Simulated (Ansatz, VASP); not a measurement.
BP in VASP and in Ansatz

```xyz
2
Lattice="2.2690 2.2690 0.0000 -2.2690 2.2690 0.0000 0.0000 2.2690 2.2690" Properties=species:S:1:pos:R:3 pbc="T T T"
B     0.0000    0.0000    0.0000
P     1.1345    3.4035    1.1345
```

Alike in both runs: task relaxation of cell and atoms; functional r2SCAN; k mesh 12 × 12 × 12; occupations fermi-dirac, width 0.1 eV; no spin polarisation.

|  | VASP | Ansatz |
| --- | --- | --- |
| version | VASP 6.6.1 | Ansatz 0.2.0 |
| potentials or method | VASP PAW PBE potentials, release 64 (B, P) | PAW with Ansatz's default frozen-core files, scalar-relativistic |
| plane-wave cutoff (eV) | 600 | 500 |
| valence electrons in the cell | 8 | 8 |

Ansatz gave:

- relaxed volume (Å³/atom): 11.67
- relaxed cell length with the largest relative difference (Å): 3.208

Problem. What did VASP give for the same quantities?

Solution. Relaxed volume (Å³/atom): 11.64; relaxed cell length with the largest relative difference (Å): 3.205.

VASP's potentials were made for PBE, not for r2SCAN.
